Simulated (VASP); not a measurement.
# LiCl in VASP: a series of runs, part 2 of 2

VASP 6.6.1. Earlier steps stand in the parts before.

## (3) Single point, r2SCAN (epitaxial xy strain -0.5%)

The input, POSCAR:

```
LiCl
1.0
    0.0000000000      2.7196506354      2.7528997391
    2.7196506354      0.0000000000      2.7528997391
    2.7196506354      2.7196506354      0.0000000000
Li Cl
1 1
Direct
    0.0000000000      0.0000000000      0.0000000000
    0.2500000000      0.2500000000      0.2500000000
```

The input, INCAR.step1:

```
SYSTEM = LiCl
  PREC = Accurate
  ENCUT = 520
  ISMEAR = 0
  SIGMA = 0.01
  LREAL = .FALSE.
  LASPH = .TRUE.
  NELM = 60
  NBANDS = 12
  GGA = PE
  ALGO = Normal
  EDIFF = 1E-4
  LWAVE = .TRUE.
  LCHARG = .FALSE.
```

The input, INCAR.step2:

```
SYSTEM = LiCl
  PREC = Accurate
  ENCUT = 520
  EDIFF = 1E-7
  ISMEAR = 0
  SIGMA = 0.01
  LREAL = .FALSE.
  LASPH = .TRUE.
  NELM = 60
  ALGO = Normal
  ISIF = 2
  LWAVE = .FALSE.
  LCHARG = .TRUE.
  METAGGA = R2SCAN
  LMIXTAU = .TRUE.
  LELF = .TRUE.
  LVHAR = .TRUE.
  NBANDS = 12
  ISTART = 1
```

The input, KPOINTS:

```
regular mesh
0
G
  8 8 8
  0 0 0
```

Potentials or basis: VASP PAW PBE potentials, release 64 (Li_sv, Cl).

Launch:

```
cat potpaw_PBE.64/Li_sv/POTCAR potpaw_PBE.64/Cl/POTCAR > POTCAR
cp INCAR.step1 INCAR
mpirun -np 1 vasp_std > vasp.out
cp INCAR.step2 INCAR
mpirun -np 1 vasp_std > vasp.out
```

OUTCAR:

```text
SYSTEM = LiCl
   PREC = Accurate
   ENCUT = 520
   EDIFF = 1E-7
   ISMEAR = 0
   LREAL = .FALSE.
   LASPH = .TRUE.
   NELM = 60
   ISIF = 2
   METAGGA = R2SCAN
   ISTART = 1

 ion  position               nearest neighbor table
   1  0.000  0.000  0.000-   2 2.36   2 2.36   2 2.36   2 2.36
   2  0.250  0.250  0.250-   1 2.36   1 2.36   1 2.36   1 2.36

  LATTYP: Found a body centered tetragonal cell.
 ALAT       =     3.8461668135
 C/A-ratio  =     1.4315030380

  Lattice vectors:

 A1 = (  -2.7196506354,   0.0000000000,   2.7528997391)
 A2 = (   2.7196506354,   0.0000000000,   2.7528997391)
 A3 = (   0.0000000000,   2.7196506354,  -2.7528997391)

Analysis of symmetry for initial positions (statically):
=====================================================================
 Subroutine PRICEL returns:
 Original cell was already a primitive cell.

 Routine SETGRP: Setting up the symmetry group for a
 body centered tetragonal supercell.

 Subroutine GETGRP returns: Found  8 space group operations
 (whereof  8 operations were pure point group operations)
 out of a pool of 16 trial point group operations.

The static configuration has the point symmetry D_2d.

Analysis of symmetry for dynamics (positions and initial velocities):
=====================================================================
 Subroutine PRICEL returns:
 Original cell was already a primitive cell.

 Routine SETGRP: Setting up the symmetry group for a
 body centered tetragonal supercell.

 Subroutine GETGRP returns: Found  8 space group operations
 (whereof  8 operations were pure point group operations)
 out of a pool of 16 trial point group operations.

The dynamic configuration has the point symmetry D_2d.

 Subroutine INISYM returns: Found  8 space group operations
 (whereof  8 operations are pure point group operations),
 and found     1 'primitive' translations

----------------------------------------------------------------------------------------

                                     Primitive cell

  volume of cell :      40.7236

  direct lattice vectors                    reciprocal lattice vectors
[... 118 lines left out ...]
 non-spin polarized calculation
 Gauss-broadening in eV      SIGMA  =   0.01
  energy-cutoff  :      520.00
  volume of cell :       40.72
 maximum number of plane-waves:      1113
 NGX is ok and might be reduce to    30
   NGX = 15   NGY = 15   NGZ = 15

 number of electron      10.0000001 magnetization

 Free energy of the ion-electron system (eV)
  ---------------------------------------------------
  ext. energy  EPLUGINS =         0.00000000
  ---------------------------------------------------
  free energy    TOTEN  =       -12.57783939 eV

  energy without entropy =      -12.57783939  energy(sigma->0) =      -12.57783939

 E-fermi :  -1.4940     XC(G=0):  -8.1706

 val. band max:       -1.5360833234   @ k =   0.0000   0.0000   0.0000
 cond. band min:       5.2362957100   @ k =   0.0000   0.0000   0.0000
 fundamental gap:      6.7723790334
 Fermi energy:        -1.4940316158

 k-point     1 :       0.0000    0.0000    0.0000
  band No.  band energies     occupation
      1     -45.6743      2.00000
      2     -14.8475      2.00000
      3      -1.5597      2.00000
      4      -1.5361      2.00000
      5      -1.5361      2.00000
      6       5.2363      0.00000
      7       9.5024      0.00000
      8       9.5160      0.00000
      9       9.5164      0.00000
     10      13.6776      0.00000
     11      13.8813      0.00000
     12      16.9707      0.00000
[... 331 lines left out ...]
 k-point    24 :       0.3750    0.0000    0.1250
  band No.  band energies     occupation
      1     -45.6730      2.00000
      2     -14.5988      2.00000
      3      -3.1191      2.00000
      4      -1.9335      2.00000
      5      -1.8799      2.00000
      6       7.1796      0.00000
      7       9.3185      0.00000
      8      10.1666      0.00000
      9      10.2496      0.00000
     10      12.8859      0.00000
     11      14.8746      0.00000
     12      16.3272      0.00000

 [... further k-points ...]

------------------------ aborting loop because EDIFF is reached ----------------------------------------

  FORCE on cell =-STRESS in cart. coord.  units (eV):
  Direction    XX          YY          ZZ          XY          YZ          ZX
  --------------------------------------------------------------------------------------
  -------------------------------------------------------------------------------------
  Total       -0.0435620     -0.0435620     -0.0874755      0.0000000      0.0000000      0.0000000
  in kB       -1.7138447     -1.7138447     -3.4415222      0.0000000      0.0000000      0.0000000
  external PRESSURE =      -2.2897372 kB  Pullay stress =       0.0000000 kB

 VOLUME and BASIS-vectors are now :
 -----------------------------------------------------------------------------
  energy-cutoff  :      520.00
  volume of cell :       40.72
      direct lattice vectors                 reciprocal lattice vectors
     0.000000000  2.719650635  2.752899739    -0.183847143  0.183847143  0.181626665
     2.719650635  0.000000000  2.752899739     0.183847143 -0.183847143  0.181626665
     2.719650635  2.719650635  0.000000000     0.183847143  0.183847143 -0.181626665

 POSITION                                       TOTAL-FORCE (eV/Angst)
 -----------------------------------------------------------------------------------
      0.00000      0.00000      0.00000        -0.000000     -0.000000     -0.000000
      1.35983      1.35983      1.37645         0.000000      0.000000      0.000000
 -----------------------------------------------------------------------------------
    total drift:                                0.000000      0.000000     -0.000000

  FREE ENERGIE OF THE ION-ELECTRON SYSTEM (eV)
  ---------------------------------------------------
  free  energy   TOTEN  =       -12.5778393882 eV

  energy  without entropy=      -12.5778393882  energy(sigma->0) =      -12.57783939
```

OUTCAR.step1:

```text
SYSTEM = LiCl
   PREC = Accurate
   ENCUT = 520
   ISMEAR = 0
   LREAL = .FALSE.
   LASPH = .TRUE.
[... 583 lines left out ...]
      0.00000      0.00000      0.00000         0.000000     -0.000000     -0.000000
      1.35983      1.35983      1.37645        -0.000000      0.000000      0.000000
 -----------------------------------------------------------------------------------
    total drift:                               -0.000001     -0.000001     -0.000001

  FREE ENERGIE OF THE ION-ELECTRON SYSTEM (eV)
  ---------------------------------------------------
  free  energy   TOTEN  =        -7.4241545760 eV

  energy  without entropy=       -7.4241545760  energy(sigma->0) =       -7.42415458
```

It took 92 s on 1 thread of Intel Xeon Platinum 8488C (Sapphire Rapids), shared host; peak memory 0.17 GiB.

What came out:

```yaml
Free_energy: -12.5778 eV
Band_gap_on_the_k_mesh: 6.77 eV
```

Levels at points of the mesh, in eV from the valence-band top:
```
           k point  band 1  band 2  band 3  band 4  band 5  band 6  band 7  band 8  band 9  band 10
(0.00, 0.00, 0.00)  -44.14  -13.31   -0.02    0.00    0.00    6.77   11.04   11.05   11.05    15.21
(0.50, 0.00, 0.00)  -44.14  -13.01   -2.06   -0.33   -0.28    9.21   11.08   11.19   11.48    17.05
(0.50, 0.50, 0.00)  -44.14  -12.92   -1.68   -0.83   -0.83    7.18   10.48   14.59   15.16    15.16
(0.50, 0.00, 0.50)  -44.14  -12.91   -1.65   -0.88   -0.87    7.16   10.42   14.76   15.06    15.18
```

Caveat: the cell differs from its parent crystal (epitaxial xy strain -0.5%); the cutoff is under 1.25 times the usual one of these potentials, so pressure, stress and relaxed cells hold a basis-set (Pulay) error; the structure was generated, so it needn't be the stable form of LiCl; the PAW data sets were made with another functional, which shifts forces and pressure a little.

## (4) Single point, HSE06 (strain +4.0%)

The input, POSCAR:

```
LiCl
1.0
    0.0000000000      2.8434574626      2.8434574626
    2.8434574626      0.0000000000      2.8434574626
    2.8434574626      2.8434574626      0.0000000000
Li Cl
1 1
Direct
    0.0000000000      0.0000000000      0.0000000000
    0.2500000000      0.2500000000      0.2500000000
```

The input, INCAR.step1:

```
PREC     = Accurate       # precision mode
ENCUT    = 520            # plane-wave cutoff, eV
EDIFF    = 1E-5           # SCF threshold, eV
ISMEAR   = 0              # smearing method
SIGMA    = 0.01           # smearing width, eV
LREAL    = False          # projectors in reciprocal space
LASPH    = True           # aspherical terms in the spheres
NELM     = 80             # most SCF steps
ALGO     = Normal         # electronic algorithm
ISIF     = 2              # what is computed and relaxed
LWAVE    = True           # write WAVECAR
NBANDS   = 12             # bands
GGA      = PE             # functional
```

The input, INCAR.step2:

```
PREC     = Accurate       # precision mode
ENCUT    = 520            # plane-wave cutoff, eV
EDIFF    = 1E-6           # SCF threshold, eV
ISMEAR   = 0              # smearing method
SIGMA    = 0.01           # smearing width, eV
LREAL    = False          # projectors in reciprocal space
LASPH    = True           # aspherical terms in the spheres
NELM     = 80             # most SCF steps
ALGO     = Normal         # electronic algorithm
ISIF     = 2              # what is computed and relaxed
LWAVE    = False          # write WAVECAR
LCHARG   = True           # write CHGCAR
GGA      = PE             # functional
LHFCALC  = True           # exact exchange
HFSCREEN = 0.2079         # screening, 1/A
PRECFOCK = Normal       
LELF     = True           # ELF
LVHAR    = True         
NBANDS   = 12             # bands
ISTART   = 1
```

The input, KPOINTS:

```
regular mesh
0
Gamma
  6 6 6
```

Launch:

```
cat potpaw_PBE.64/Li_sv/POTCAR potpaw_PBE.64/Cl/POTCAR > POTCAR
cp INCAR.step1 INCAR
mpirun -np 1 vasp_std > vasp.out
cp INCAR.step2 INCAR
mpirun -np 1 vasp_std > vasp.out
```

Wall time 6.1 min (1 thread of Intel Xeon Platinum 8488C (Sapphire Rapids), shared host); peak memory 0.28 GiB.

Results (log left out):

* Free energy: -8.4574 eV
* Band gap on the k mesh: 6.96 eV

Levels at points of the mesh, in eV from the valence-band top:
```tsv
k point	band 1	band 2	band 3	band 4	band 5	band 6	band 7	band 8	band 9	band 10
(0.00, 0.00, 0.00)	-45.85	-13.68	0.00	0.00	0.00	6.96	11.53	11.53	11.53	15.84
(0.50, 0.00, 0.00)	-45.85	-13.44	-1.80	-0.26	-0.26	9.41	11.53	11.67	11.67	17.15
(0.50, 0.50, 0.00)	-45.85	-13.36	-1.49	-0.73	-0.73	7.96	10.91	14.04	14.77	14.77
```

Caveat: the cell differs from its parent crystal (strain +4.0%); the cutoff is under 1.25 times the usual one of these potentials, so pressure, stress and relaxed cells hold a basis-set (Pulay) error; the structure was generated, so it needn't be the stable form of LiCl; the PAW data sets were made with another functional, which shifts forces and pressure a little.

## (5) Overview

```csv
level,cell,k mesh,grid for exact exchange (PRECFOCK),share of exact exchange,screening parameter,gap on the mesh (eV)
r2SCAN,"a = 3.865, b = 3.814, c = 3.814 Å, angles 60.9, 59.6, 59.6°, 2 atoms",8 × 8 × 8,-,-,-,6.84
r2SCAN,"a = 3.870, b = 3.870, c = 3.846 Å, angles 60.2, 60.2, 59.6°, 2 atoms",8 × 8 × 8,-,-,-,6.77
HSE06,"a = 4.021 Å, angles 60.0°, 2 atoms",6 × 6 × 6,Normal,0.25,0.2079 1/Å,6.96
```

Alike in all rows: task single point; potentials or basis VASP PAW PBE potentials, release 64 (Li_sv, Cl); no spin polarisation; cutoff (eV) 520; smearing gaussian 0.01 eV.

Caveats: the cutoff is under 1.25 times the usual one of these potentials, so pressure, stress and relaxed cells hold a basis-set (Pulay) error; the structure was generated, so it needn't be the stable form of LiCl; the PAW data sets were made with another functional, which shifts forces and pressure a little.

Total energies depend on the potentials used, so only differences within one code and one set of settings carry meaning.
